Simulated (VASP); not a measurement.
A run of VASP 6.6.1:

INCAR

```
SYSTEM = SiC
PREC = Accurate
ENCUT = 600
EDIFF = 1E-6
ISMEAR = 0
SIGMA = 0.02
LREAL = .False.
LASPH = .True.
NELM = 120
ALGO = Normal
ISIF = 2
LWAVE = .False.
LCHARG = .False.
GGA = PS
NBANDS = 16
GGA_COMPAT = .False.
```

Contents of KPOINTS:

```
regular mesh
0
Gamma
  8 8 6
  0 0 0
```

Contents of POSCAR:

```
SiC
1.0
    3.1067621217      0.0000000000      0.0000000000
   -1.5533810608      2.6582745053      0.0000000000
    0.0000000000      0.0000000000      5.0433807684
Si C
2 2
Direct
    0.3332370707      0.6664741414     -0.0006815620
    0.6667629293      0.3335258586      0.4993184380
    0.3322875305      0.6645750610      0.3756815620
    0.6677124695      0.3354249390      0.8756815620
```

Potentials or basis: VASP PAW PBE potentials, release 64 (Si, C).

The run is started by

```console
$ cat potpaw_PBE.64/Si/POTCAR potpaw_PBE.64/C/POTCAR > POTCAR
$ mpirun -np 1 vasp_std > vasp.out
```

Hardware: 1 thread of Intel Xeon 8259CL (shared host).

Question: Estimate the wall time of this run.

Answer: Wall time 96 s on 1 thread of Intel Xeon 8259CL (shared host), peak memory 0.21 GiB. Counts: scf iterations 12, k points 84.
